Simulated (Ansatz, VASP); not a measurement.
## One calculation of NaF, two programs

```
Na F
1.0
     0.00000    2.26522    2.26522
     2.26522    0.00000    2.26522
     2.26522    2.26522    0.00000
Na F
1 1
Direct
  0.00000 0.00000 0.00000
  0.50000 0.50000 0.50000
```

Change from the starting cell: strain -0.025 along x and y, -0.025 along z, atoms carried along.

Alike in both runs: task single point; functional LDA; k mesh 8 × 8 × 8; occupations gaussian, width 0.05 eV; no spin polarisation.

```csv
,VASP,Ansatz
version,VASP 6.6.1,Ansatz 0.2.0
potentials or method,"VASP PAW LDA potentials, release 64 (Na_pv, F), cutoff 520 eV","scalar-relativistic, plane waves, PAW"
valence electrons in the cell,14,16
```

VASP gave:

| Property | Result |
| --- | --- |
| gap on the k mesh at the Fermi level (eV) | 6.33 |
| least direct gap on the mesh (eV) | 6.33 |
| pressure (GPa) | -1.1 |

Task: Which values does Ansatz return?

Result: gap on the k mesh at the Fermi level (eV): 6.35; least direct gap on the mesh (eV): 6.35; pressure (GPa): -1.1.

LDA's correlation is that of Perdew and Zunger in VASP and of Perdew and Wang (1992) in Ansatz. VASP's potentials hold 14 valence electrons a cell and Ansatz's 16, so a difference there can come from the potentials and not from the codes.
